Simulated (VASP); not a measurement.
# Te2Mo in VASP: single point with PBEsol

Aim: the single point of Te2Mo with PBEsol.

Everything below comes from runs of VASP 6.6.1. Logs are shortened: lines on timing, memory, paths and dates and some standing lists are left out, and cuts for length are marked.

### 1 The cell of the first run

The cell holds a slab with vacuum, 3 atoms: a = 3.560 Å, b = 3.560 Å, c = 17.524 Å, α = 90.00°, β = 90.00°, γ = 120.00°.

### 2 Single point, PBEsol

The input, INCAR:

```
PREC = Accurate
ENCUT = 520
EDIFF = 1E-7
ISMEAR = 0
SIGMA = 0.05
LREAL = False
LASPH = True
NELM = 80
ALGO = Normal
ISIF = 2
LWAVE = False
LCHARG = False
GGA = PS
NBANDS = 20
```

The input, KPOINTS:

```
regular mesh
0
Gamma
  9 9 2
```

The input, POSCAR:

```
Te2Mo
1.0
    3.5602328140      0.0000000000      0.0000000000
   -1.7801164070      3.0832520603      0.0000000000
    0.0000000000      0.0000000000     17.5240578200
Te Mo
2 1
Direct
    0.3333333333      0.6666666667      0.8978554500
    0.3333333333      0.6666666667      0.1021445500
    0.0000000000      0.0000000000      0.0000000000
```

Potentials or basis: VASP PAW PBE potentials, release 64 (Te, Mo_sv).

Started as:

```bash
$ cat potpaw_PBE.64/Te/POTCAR potpaw_PBE.64/Mo_sv/POTCAR > POTCAR
$ mpirun -np 1 vasp_std > vasp.out
```

OUTCAR:

```text
PREC = Accurate
   ENCUT = 520
   EDIFF = 1E-7
   ISMEAR = 0
   LREAL = False
   LASPH = True
   NELM = 80
   ISIF = 2
   GGA = PS

 ion  position               nearest neighbor table
   1  0.333  0.667  0.898-   3 2.73   3 2.73   3 2.73   2 3.58
   2  0.333  0.667  0.102-   3 2.73   3 2.73   3 2.73   1 3.58
   3  0.000  0.000  0.000-   1 2.73   2 2.73   1 2.73   2 2.73   1 2.73   2 2.73

  LATTYP: Found a hexagonal cell.
 ALAT       =     3.5602328140
 C/A-ratio  =     4.9221662558

  Lattice vectors:

 A1 = (   3.5602328140,   0.0000000000,   0.0000000000)
 A2 = (  -1.7801164070,   3.0832520603,   0.0000000000)
 A3 = (   0.0000000000,   0.0000000000,  17.5240578200)

Analysis of symmetry for initial positions (statically):
=====================================================================
 Subroutine PRICEL returns:
 Original cell was already a primitive cell.

 Routine SETGRP: Setting up the symmetry group for a
 hexagonal supercell.

 Subroutine GETGRP returns: Found 12 space group operations
 (whereof 12 operations were pure point group operations)
 out of a pool of 24 trial point group operations.

The static configuration has the point symmetry D_3h.

Analysis of symmetry for dynamics (positions and initial velocities):
=====================================================================
 Subroutine PRICEL returns:
 Original cell was already a primitive cell.

 Routine SETGRP: Setting up the symmetry group for a
 hexagonal supercell.

 Subroutine GETGRP returns: Found 12 space group operations
 (whereof 12 operations were pure point group operations)
 out of a pool of 24 trial point group operations.

The dynamic configuration has the point symmetry D_3h.

 Subroutine INISYM returns: Found 12 space group operations
 (whereof 12 operations are pure point group operations),
 and found     1 'primitive' translations

----------------------------------------------------------------------------------------

                                     Primitive cell

  volume of cell :     192.3633

  direct lattice vectors                    reciprocal lattice vectors
     3.560232814  0.000000000  0.000000000     0.280880508  0.162166437  0.000000000
    -1.780116407  3.083252060  0.000000000     0.000000000  0.324332873  0.000000000
     0.000000000  0.000000000 17.524057820     0.000000000  0.000000000  0.057064409

  length of vectors
     3.560232814  3.560232814 17.524057820     0.324332873  0.324332873  0.057064409

  position of ions in fractional coordinates (direct lattice)
     0.333333333  0.666666667  0.897855450
     0.333333333  0.666666667  0.102144550
     0.000000000  0.000000000  0.000000000

  ion indices of the primitive-cell ions
   primitive index   ion index
                 1           1
                 2           2
                 3           3

----------------------------------------------------------------------------------------

 KPOINTS: regular mesh

Automatic generation of k-mesh.
 Grid dimensions read from file:
 generate k-points for:    9    9    2

 Generating k-lattice:

  Cartesian coordinates                     Fractional coordinates (reciprocal lattice)
     0.031208945  0.018018493  0.000000000     0.111111111  0.000000000  0.000000000
     0.000000000  0.036036986  0.000000000     0.000000000  0.111111111  0.000000000
     0.000000000  0.000000000  0.028532204     0.000000000  0.000000000  0.500000000

  Length of vectors
     0.036036986  0.036036986  0.028532204

  Shift w.r.t. Gamma in fractional coordinates (k-lattice)
     0.000000000  0.000000000  0.000000000

 Subroutine IBZKPT returns following result:
 ===========================================

 Found     24 irreducible k-points:

 Following reciprocal coordinates:
            Coordinates               Weight
  0.000000  0.000000  0.000000      1.000000
  0.111111  0.000000  0.000000      6.000000
  0.222222  0.000000  0.000000      6.000000
  0.333333 -0.000000  0.000000      6.000000
  0.444444  0.000000  0.000000      6.000000
  0.111111  0.111111  0.000000      6.000000
[... 16 lines left out ...]
  0.333333  0.222222  0.500000     12.000000
  0.333333  0.333333  0.500000      2.000000
   k-points           NKPTS =     24   k-points in BZ     NKDIM =     24   number of bands    NBANDS=     20
   number of dos      NEDOS =    301   number of ions     NIONS =      3
   total plane-waves  NPLWV = 109760
   dimension x,y,z NGX =    28 NGY =   28 NGZ =  140
   dimension x,y,z NGXF=    56 NGYF=   56 NGZF=  280
   ions per type =               2   1
   NGX,Y,Z   is equivalent  to a cutoff of  13.07, 13.07, 13.28 a.u.
   NGXF,Y,Z  is equivalent  to a cutoff of  26.15, 26.15, 26.56 a.u.
 SYSTEM =  unknown system
   PREC   = accura    normal or accurate (medium, high low for compatibility)
   ISTART =      0    job   : 0-new  1-cont  2-samecut
   ICHARG =      2    charge: 1-file 2-atom 10-const
   ISPIN  =      1    spin polarized calculation?
   LNONCOLLINEAR =      F non collinear calculations
   LSORBIT =      F    spin-orbit coupling
   LASPH  =      T    aspherical Exc in radial PAW
   ENCUT  =  520.0 eV  38.22 Ry    6.18 a.u.   6.62  6.62 32.58*2*pi/ulx,y,z
   NELM   =     80;   NELMIN=  2; NELMDL= -5     # of ELM steps
   EDIFF  = 0.1E-06   stopping-criterion for ELM
   LREAL  =      F    real-space projection
   EDIFFG = 0.1E-05   stopping-criterion for IOM
   NSW    =      0    number of steps for IOM
   IBRION =     -1    ionic relax: 0-MD 1-quasi-New 2-CG
   NFREE  =      0    steps in history (QN), initial steepest desc. (CG)
   ISIF   =      2    stress and relaxation
   ISYM   =      2    0-nonsym 1-usesym 2-fastsym
   POTIM  = 0.5000    time-step for ionic-motion
   TEBEG  =    0.0;   TEEND  =   0.0 temperature during run
   PSTRESS=    0.0 pullay stress
   NELECT =      26.0000    total number of electrons
   NUPDOWN=      -1.0000    fix difference up-down
   EMIN   =  10.00;   EMAX   =-10.00  energy-range for DOS
   EFERMI =   0.00;   METHOD = LEGACY
   ISMEAR =     0;   SIGMA  =   0.05  broadening in eV -4-tet -1-fermi 0-gaus
   EFERMI_NEDOS =   21; number of points for ismear=-14 and -15
   IALGO  =     38    algorithm
   IMIX   =      4    mixing-type and parameters
     AMIX     =   0.40;   BMIX     =  1.00
     AMIX_MAG =   1.60;   BMIX_MAG =  1.00
  volume/ion in A,a.u.               =      64.12       432.71
  Fermi-wavevector in a.u.,A,eV,Ry     =   0.840153  1.587660  9.603777  0.705858
  Thomas-Fermi vector in A             =   1.954489
   LORBIT       =      0    0 simple, 1 ext, 2 COOP (PROOUT), +10 PAW based schemes
   GGA     = PS    functional components
   LHFCALC =     F    Hartree Fock is set to
   AEXX    =    0.0000 exact exchange contribution
   IVDW    =     0    specifies the selected vdW correction
   LEPSILON=     F    determine dielectric tensor
   LRPA    =     F    only Hartree local field effects (RPA)
 non-spin polarized calculation
 Gauss-broadening in eV      SIGMA  =   0.05
  energy-cutoff  :      520.00
  volume of cell :      192.36
 maximum number of plane-waves:      5262
 NGX is ok and might be reduce to    28
   NGX = 13   NGY = 13   NGZ = 65

 number of electron      26.0000000 magnetization

 Free energy of the ion-electron system (eV)
  ---------------------------------------------------
  ext. energy  EPLUGINS =         0.00000000
  ---------------------------------------------------
  free energy    TOTEN  =       -19.58590190 eV

  energy without entropy =      -19.58590190  energy(sigma->0) =      -19.58590190

 E-fermi :   0.3548     XC(G=0):  -4.7467

 val. band max:        0.0013633654   @ k =   0.3333   0.3333   0.5000
 cond. band min:       1.0488117407   @ k =   0.3333   0.3333   0.0000
 fundamental gap:      1.0474483753
 Fermi energy:         0.3548036166

 k-point     1 :       0.0000    0.0000    0.0000
  band No.  band energies     occupation
      1     -60.5725      2.00000
      2     -34.7453      2.00000
      3     -34.6456      2.00000
      4     -34.6456      2.00000
      5     -12.5488      2.00000
      6     -11.5614      2.00000
[... 12 lines left out ...]
     19       4.8206      0.00000
     20       5.5861      0.00000

 k-point     2 :       0.1111    0.0000    0.0000
  band No.  band energies     occupation
      1     -60.5715      2.00000
      2     -34.7422      2.00000
      3     -34.6593      2.00000
      4     -34.6488      2.00000
      5     -12.3838      2.00000
      6     -11.4488      2.00000
[... 12 lines left out ...]
     19       5.0229      0.00000
     20       5.9030      0.00000

 k-point     3 :       0.2222    0.0000    0.0000
  band No.  band energies     occupation
      1     -60.5690      2.00000
      2     -34.7346      2.00000
      3     -34.6937      2.00000
      4     -34.6568      2.00000
      5     -11.9190      2.00000
      6     -11.1332      2.00000
[... 12 lines left out ...]
     19       5.5850      0.00000
     20       6.3566      0.00000

 k-point     4 :       0.3333   -0.0000    0.0000
  band No.  band energies     occupation
      1     -60.5662      2.00000
      2     -34.7326      2.00000
      3     -34.7259      2.00000
      4     -34.6659      2.00000
      5     -11.2691      2.00000
      6     -10.7011      2.00000
[... 12 lines left out ...]
     19       5.8987      0.00000
     20       6.1620      0.00000

 k-point     5 :       0.4444    0.0000    0.0000
  band No.  band energies     occupation
      1     -60.5644      2.00000
      2     -34.7578      2.00000
      3     -34.7202      2.00000
      4     -34.6719      2.00000
      5     -10.7193      2.00000
      6     -10.3524      2.00000
[... 12 lines left out ...]
     19       5.9603      0.00000
     20       6.4609      0.00000
[... 353 lines left out ...]
      6     -10.2525      2.00000
[... 12 lines left out ...]
     19       6.8042      0.00000
     20       7.1757      0.00000

 k-point    22 :       0.2222    0.2222    0.5000
  band No.  band energies     occupation
      1     -60.5650      2.00000
      2     -34.7350      2.00000
      3     -34.7221      2.00000
      4     -34.6846      2.00000
      5     -10.9447      2.00000
      6     -10.4815      2.00000
[... 12 lines left out ...]
     19       6.5196      0.00000
     20       6.6527      0.00000

 k-point    23 :       0.3333    0.2222    0.5000
  band No.  band energies     occupation
      1     -60.5635      2.00000
      2     -34.7443      2.00000
      3     -34.7177      2.00000
      4     -34.6993      2.00000
      5     -10.4988      2.00000
      6     -10.1909      2.00000
[... 12 lines left out ...]
     19       6.3078      0.00000
     20       7.0735      0.00000

 k-point    24 :       0.3333    0.3333    0.5000
  band No.  band energies     occupation
      1     -60.5631      2.00000
      2     -34.7339      2.00000
      3     -34.7180      2.00000
      4     -34.7162      2.00000
      5     -10.3402      2.00000
      6     -10.0817      2.00000
[... 12 lines left out ...]
     19       5.1772      0.00000
     20       7.3904      0.00000

------------------------ aborting loop because EDIFF is reached ----------------------------------------

  FORCE on cell =-STRESS in cart. coord.  units (eV):
  Direction    XX          YY          ZZ          XY          YZ          ZX
  --------------------------------------------------------------------------------------
  -------------------------------------------------------------------------------------
  Total       -1.5810392     -1.5810392     -0.5334473     -0.0000000      0.0000000     -0.0000000
  in kB      -13.1683424    -13.1683424     -4.4430381     -0.0000000      0.0000000     -0.0000000
  external PRESSURE =     -10.2599076 kB  Pullay stress =       0.0000000 kB

 VOLUME and BASIS-vectors are now :
 -----------------------------------------------------------------------------
  energy-cutoff  :      520.00
  volume of cell :      192.36
      direct lattice vectors                 reciprocal lattice vectors
     3.560232814  0.000000000  0.000000000     0.280880508  0.162166437  0.000000000
    -1.780116407  3.083252060  0.000000000     0.000000000  0.324332873  0.000000000
     0.000000000  0.000000000 17.524057820     0.000000000  0.000000000  0.057064409

 POSITION                                       TOTAL-FORCE (eV/Angst)
 -----------------------------------------------------------------------------------
     -0.00000      2.05550     15.73407        -0.000000      0.000000      0.145799
     -0.00000      2.05550      1.78999        -0.000000      0.000000     -0.145799
      0.00000      0.00000      0.00000         0.000000     -0.000000      0.000000
 -----------------------------------------------------------------------------------
    total drift:                                0.000000     -0.000000     -0.000000

  FREE ENERGIE OF THE ION-ELECTRON SYSTEM (eV)
  ---------------------------------------------------
  free  energy   TOTEN  =       -19.5859019042 eV

  energy  without entropy=      -19.5859019042  energy(sigma->0) =      -19.58590190
```

It took 95 s on 1 thread of Intel Xeon Platinum 8488C (Sapphire Rapids), shared host; peak memory 0.35 GiB.

Results:

```
Free energy            : -19.5859 eV
Largest force          : 0.146 eV/Å
Band gap on the k mesh : 1.05 eV, direct
```

Forces on the atoms (eV/Å):
```
Te   0.000  0.000  0.146
Te   0.000  0.000 -0.146
Mo   0.000  0.000  0.000
```

Levels at points of the mesh, in eV from the valence-band top:
```
           k point  band 9  band 10  band 11  band 12  band 13  band 14  band 15  band 16  band 17  band 18
(0.00, 0.00, 0.00)   -1.69    -1.61    -0.90    -0.90    -0.38     3.07     3.07     3.37     3.37     4.31
(0.00, 0.00, 0.50)   -1.69    -1.61    -0.90    -0.90    -0.38     3.07     3.07     3.37     3.37     4.44
```

Caveat: the PAW data sets were made with another functional, which shifts forces and pressure a little; spin-orbit coupling is left out, which moves the levels of the heavy elements.
